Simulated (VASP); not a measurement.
Set up this calculation in VASP 6.6.1, as the native input.

```
Task                   : electric field gradients
Functional             : PBE
Potentials or basis    : VASP PAW PBE potentials, release 64 (K_sv, Ta_pv, O)
Cutoff                 : 520 eV
k mesh                 : 5 × 5 × 5
Occupations            : fermi-dirac, width 0.01 eV
Spin                   : no spin polarisation
Dipole correction      : no
Further INCAR settings : ALGO = Normal; EDIFF = 1e-08; NBANDS = 27
```

The structure of KTaO3 lies in POSCAR:

```
KTaO3
1.0
    4.0680660000      0.0000000000      0.0000000000
    0.0000000000      4.0680660000      0.0000000000
    0.0000000000      0.0000000000      3.9883000000
K Ta O
1 1 3
Direct
    0.5000000000      0.5000000000      0.5000000000
    0.0000000000      0.0000000000      0.0000000000
    0.5000000000      0.0000000000      0.0000000000
    0.0000000000      0.5000000000      0.0000000000
    0.0000000000      0.0000000000      0.5000000000
```

This cell differs from its parent crystal: equal xx and yy strain of +2 %.

These files were run (other wordings do the same):

INCAR

```
SYSTEM = KTaO3
PREC = Accurate
ENCUT = 520
EDIFF = 1E-8
ISMEAR = -1
SIGMA = 0.01
LREAL = .FALSE.
LASPH = .TRUE.
NELM = 100
ALGO = Normal
ISIF = 2
LWAVE = .FALSE.
LCHARG = .FALSE.
GGA = PE
LEFG = .TRUE.
NBANDS = 27
```

KPOINTS

```
Automatic mesh
0
G
  5 5 5
  0 0 0
```

Potentials or basis: VASP PAW PBE potentials, release 64 (K_sv, Ta_pv, O).

Command:

```sh
$ cat potpaw_PBE.64/K_sv/POTCAR potpaw_PBE.64/Ta_pv/POTCAR potpaw_PBE.64/O/POTCAR > POTCAR
$ mpirun -np 1 vasp_std > vasp.out
```

It gave:

```yaml
Pressure: -1.6 GPa
Band_gap_on_the_k_mesh: 2.17 eV, indirect (least direct gap 2.68 eV)
```

Caveat: the cell differs from its parent crystal (equal xx and yy strain of +2 %); without QUAD_EFG the Cq values of the log hold for a quadrupole moment of 1 mb, not for the nuclei; spin-orbit coupling is left out, which moves the levels of the heavy elements.

Wall time 67 s on 1 thread of AMD EPYC 7R13, on a shared host, peak memory 0.18 GiB.
